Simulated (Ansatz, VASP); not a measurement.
# B in VASP and in Ansatz

```
B
1.0
     3.65579    0.00000    0.00000
     0.00000    3.65579    0.00000
     0.00000    0.00000    3.65579
B
8
Direct
  0.50000 0.50000 0.50000
  0.00000 0.00000 0.00000
  0.25000 0.00000 0.50000
  0.50000 0.25000 0.00000
  0.50000 0.75000 0.00000
  0.75000 0.00000 0.50000
  0.00000 0.50000 0.75000
  0.00000 0.50000 0.25000
```

Alike in both runs: functional PBEsol; k mesh 4 × 4 × 4; occupations gaussian, width 0.1 eV; no spin polarisation.

Ansatz relaxed the structure, and its values are those at the end. VASP's run is a single point on that final structure, the one shown.

|  | VASP | Ansatz |
| --- | --- | --- |
| version | VASP 6.6.1 | Ansatz 0.2.0 |
| potentials or method | VASP PAW PBE potentials, release 64 (B), cutoff 500 eV | scalar-relativistic, plane waves, PAW |
| valence electrons in the cell | 24 | 24 |

|  | VASP | Ansatz | Ansatz less VASP |
| --- | --- | --- | --- |
| gap on the k mesh at the Fermi level (eV) | none | none | - |
| pressure (GPa) | 0.0 | -0.3 | -0.30 |

VASP's potentials were made for PBE, not for PBEsol. A gap of «none» marks a metal or a gap that the smearing closes. With one functional, cell and mesh, what is left measures potentials, basis and numerics.

The k mesh is coarse, so the values compare programs but aren't converged.
